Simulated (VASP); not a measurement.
Set up this calculation in VASP 6.6.1, as the native input.

| Property | Result |
| --- | --- |
| Task | relaxation of shape and atoms at fixed volume |
| Functional | PBEsol |
| Potentials or basis | VASP PAW PBE potentials, release 64 (W_sv, C) |
| Cutoff | 600 eV |
| k mesh | 18 × 18 × 14 |
| Occupations | gaussian, width 0.1 eV |
| Spin | no spin polarisation |
| Dipole correction | no |
| Further INCAR settings | ALGO = Normal; EDIFF = 1e-06; IBRION = 2; EDIFFG = -0.01; NSW = 50; ISIF = 4 |

The structure of WC lies in POSCAR:

```
WC
1.0
    2.9271091993      0.0000000000      0.0000000000
   -1.4635545997      2.5349509263      0.0000000000
    0.0000000000      0.0000000000      2.8557793563
W C
1 1
Direct
    0.0000000000      0.0000000000      0.0000000000
    0.6666666667      0.3333333333      0.5000000000
```

This cell differs from its parent crystal: volume scaled by 1.03.

One way to write it, as run:

INCAR

```
SYSTEM = WC
PREC = Accurate
ENCUT = 600
EDIFF = 1E-6
ISMEAR = 0
SIGMA = 0.1
LREAL = .False.
LASPH = .True.
NELM = 80
ALGO = Normal
ISIF = 4
LWAVE = .False.
LCHARG = .False.
GGA = PS
IBRION = 2
NSW = 50
EDIFFG = -0.01
```

KPOINTS

```
Automatic mesh
0
Gamma
  18 18 14
  0 0 0
```

Potentials or basis: VASP PAW PBE potentials, release 64 (W_sv, C).

Run with:

```sh
$ cat potpaw_PBE.64/W_sv/POTCAR potpaw_PBE.64/C/POTCAR > POTCAR
$ mpirun -np 1 vasp_std > vasp.out
```

It gave:

The energy gained by relaxing is 0.1 meV/atom and the ionic steps are 3. The pressure after relaxing is -10.3 GPa and the band gap on the k mesh is zero (band 9 reaches 11.26 eV, above the bottom of band 10 at 10.06 eV).

Caveat: the PAW data sets were made with another functional, which shifts forces and pressure a little; spin-orbit coupling is left out, which moves the levels of the heavy elements.

Wall time 66 s on 1 thread of AMD EPYC 9R45 96-Core Processor (Zen 5) (shared host), peak memory 0.2 GiB.
